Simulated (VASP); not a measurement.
# FeS2 (Pa-3) in VASP: a series of runs, part 2 of 2

VASP 6.6.1.

### Step 4. Single point, r2SCAN (13.93 Å³/atom)

This run uses another cell than the first one, of 13.93 Å³/atom.

Input file POSCAR:

```
FeS2
1.0
    5.5089800504      0.0000000000      0.0000000000
    0.0000000000      5.5089800504      0.0000000000
    0.0000000000      0.0000000000      5.5089800504
Fe S
4 8
Direct
    0.0000000000      0.5000000000      0.5000000000
    0.5000000000      0.5000000000      0.0000000000
    0.5000000000      0.0000000000      0.5000000000
    0.0000000000      0.0000000000      0.0000000000
    0.3849931412      0.1150068588      0.8849931412
    0.1150068588      0.8849931412      0.3849931412
    0.8849931412      0.3849931412      0.1150068588
    0.6150068588      0.6150068588      0.6150068588
    0.3849931412      0.3849931412      0.3849931412
    0.1150068588      0.6150068588      0.8849931412
    0.8849931412      0.1150068588      0.6150068588
    0.6150068588      0.8849931412      0.1150068588
```

Input file INCAR.step1:

```
  ALGO = Normal
  EDIFF = 1E-5
  ENCUT = 660
  GGA = PE
  GGA_COMPAT = F
  ISMEAR = 0
  LASPH = T
  LCHARG = F
  LREAL = F
  LWAVE = T
  NBANDS = 52
  NELM = 120
  PREC = Accurate
  SIGMA = 0.01
```

Input file INCAR.step2:

```
  ALGO = Normal
  EDIFF = 1E-6
  ENCUT = 660
  GGA_COMPAT = F
  ISIF = 2
  ISMEAR = 0
  ISTART = 1
  LASPH = T
  LCHARG = F
  LMIXTAU = T
  LREAL = F
  LWAVE = F
  METAGGA = R2SCAN
  NBANDS = 52
  NELM = 120
  PREC = Accurate
  SIGMA = 0.01
```

Input file KPOINTS:

```
k-points
0
Gamma
  4 4 4
```

Potentials or basis: VASP PAW PBE potentials, release 64 (Fe, S).

Launch:

```bash
$ cat potpaw_PBE.64/Fe/POTCAR potpaw_PBE.64/S/POTCAR > POTCAR
$ cp INCAR.step1 INCAR
$ mpirun -np 1 vasp_std > vasp.out
$ cp INCAR.step2 INCAR
$ mpirun -np 1 vasp_std > vasp.out
```

OUTCAR:

```text
EDIFF = 1E-6
   ENCUT = 660
   ISIF = 2
   ISMEAR = 0
   ISTART = 1
   LASPH = T
   LREAL = F
   METAGGA = R2SCAN
   NELM = 120
   PREC = Accurate

 ion  position               nearest neighbor table
   1  0.000  0.500  0.500-   6 2.30   7 2.30   8 2.30   9 2.30  10 2.30  11 2.30
   2  0.500  0.500  0.000-   5 2.30   7 2.30   8 2.30   9 2.30  10 2.30  12 2.30
   3  0.500  0.000  0.500-   5 2.30   6 2.30   8 2.30   9 2.30  11 2.30  12 2.30
   4  0.000  0.000  0.000-   5 2.30   6 2.30   7 2.30  10 2.30  11 2.30  12 2.30
   5  0.385  0.115  0.885-  12 2.19   3 2.30   4 2.30   2 2.30
   6  0.115  0.885  0.385-  11 2.19   3 2.30   4 2.30   1 2.30
   7  0.885  0.385  0.115-  10 2.19   2 2.30   4 2.30   1 2.30
   8  0.615  0.615  0.615-   9 2.19   2 2.30   3 2.30   1 2.30
   9  0.385  0.385  0.385-   8 2.19   2 2.30   3 2.30   1 2.30
  10  0.115  0.615  0.885-   7 2.19   2 2.30   4 2.30   1 2.30
  11  0.885  0.115  0.615-   6 2.19   3 2.30   4 2.30   1 2.30
  12  0.615  0.885  0.115-   5 2.19   3 2.30   4 2.30   2 2.30
[... 205 lines left out ...]
      4      -8.0798      2.00000
      5      -5.6233      2.00000
      6      -5.6233      2.00000
[... 594 lines left out ...]
     51      10.3215      0.00000
     52      10.3215      0.00000

------------------------ aborting loop because EDIFF is reached ----------------------------------------

  FORCE on cell =-STRESS in cart. coord.  units (eV):
  Direction    XX          YY          ZZ          XY          YZ          ZX
  --------------------------------------------------------------------------------------
  -------------------------------------------------------------------------------------
  Total       -8.4234843     -8.4234843     -8.4234843     -0.0000000     -0.0000000      0.0000000
  in kB      -80.7214126    -80.7214126    -80.7214126     -0.0000000     -0.0000000      0.0000000
  external PRESSURE =     -80.7214126 kB  Pullay stress =       0.0000000 kB

 VOLUME and BASIS-vectors are now :
 -----------------------------------------------------------------------------
  energy-cutoff  :      660.00
  volume of cell :      167.19
      direct lattice vectors                 reciprocal lattice vectors
     5.508980050  0.000000000  0.000000000     0.181521805  0.000000000  0.000000000
     0.000000000  5.508980050  0.000000000     0.000000000  0.181521805  0.000000000
     0.000000000  0.000000000  5.508980050     0.000000000  0.000000000  0.181521805

 POSITION                                       TOTAL-FORCE (eV/Angst)
 -----------------------------------------------------------------------------------
      0.00000      2.75449      2.75449         0.000000      0.000000      0.000000
      2.75449      2.75449      0.00000         0.000000      0.000000      0.000000
      2.75449      0.00000      2.75449         0.000000      0.000000      0.000000
      0.00000      0.00000      0.00000         0.000000      0.000000      0.000000
      2.12092      0.63357      4.87541         0.136819     -0.136819      0.136819
      0.63357      4.87541      2.12092        -0.136819      0.136819      0.136819
      4.87541      2.12092      0.63357         0.136819      0.136819     -0.136819
      3.38806      3.38806      3.38806        -0.136819     -0.136819     -0.136819
      2.12092      2.12092      2.12092         0.136819      0.136819      0.136819
      0.63357      3.38806      4.87541        -0.136819     -0.136819      0.136819
      4.87541      0.63357      3.38806         0.136819     -0.136819     -0.136819
      3.38806      4.87541      0.63357        -0.136819      0.136819     -0.136819
 -----------------------------------------------------------------------------------
    total drift:                                0.000000      0.000000      0.000000

  FREE ENERGIE OF THE ION-ELECTRON SYSTEM (eV)
  ---------------------------------------------------
  free  energy   TOTEN  =      -127.3773196153 eV

  energy  without entropy=     -127.3773196153  energy(sigma->0) =     -127.37731962
```

Run time: 5.6 min. Hardware: 1 thread of Intel Xeon Platinum 8488C (Sapphire Rapids), shared host; peak memory 0.41 GiB.

What came out:

| Property | Result |
| --- | --- |
| Free energy | -127.3773 eV |
| Pressure | -8.1 GPa |
| Largest force | 0.237 eV/Å |
| Band gap on the k mesh | 0.96 eV (least direct gap 1.02 eV) |

Forces in eV/Å, atoms in the order of the input:
```
Fe   0.000  0.000  0.000
Fe   0.000  0.000  0.000
Fe   0.000  0.000  0.000
Fe   0.000  0.000  0.000
S    0.137 -0.137  0.137
S   -0.137  0.137  0.137
S    0.137  0.137 -0.137
S   -0.137 -0.137 -0.137
S    0.137  0.137  0.137
S   -0.137 -0.137  0.137
S    0.137 -0.137 -0.137
S   -0.137  0.137 -0.137
```

Caveat: the cell stands under tension; the PAW data sets were made with another functional, which shifts forces and pressure a little. Spin polarisation is off, so any magnetic state and its effect on volume and gap are missing.

### Step 5. Overview

```csv
cell,gap on the mesh (eV),pressure (GPa),largest force (eV/Å)
"a = 5.403 Å, 12 atoms",0.95,0.0,0.09
"a = 5.457 Å, 12 atoms",0.95,-4.4,0.16
"a = 5.509 Å, 12 atoms",0.96,-8.1,0.24
```

Alike in all rows: task single point; level r2SCAN; potentials or basis VASP PAW PBE potentials, release 64 (Fe, S); no spin polarisation; k mesh 4 × 4 × 4; cutoff (eV) 660; smearing gaussian 0.01 eV.

Caveats: the PAW data sets were made with another functional, which shifts forces and pressure a little; the cell stands under tension (at least some runs).

Absolute energies hang on the potentials; compare differences alone.
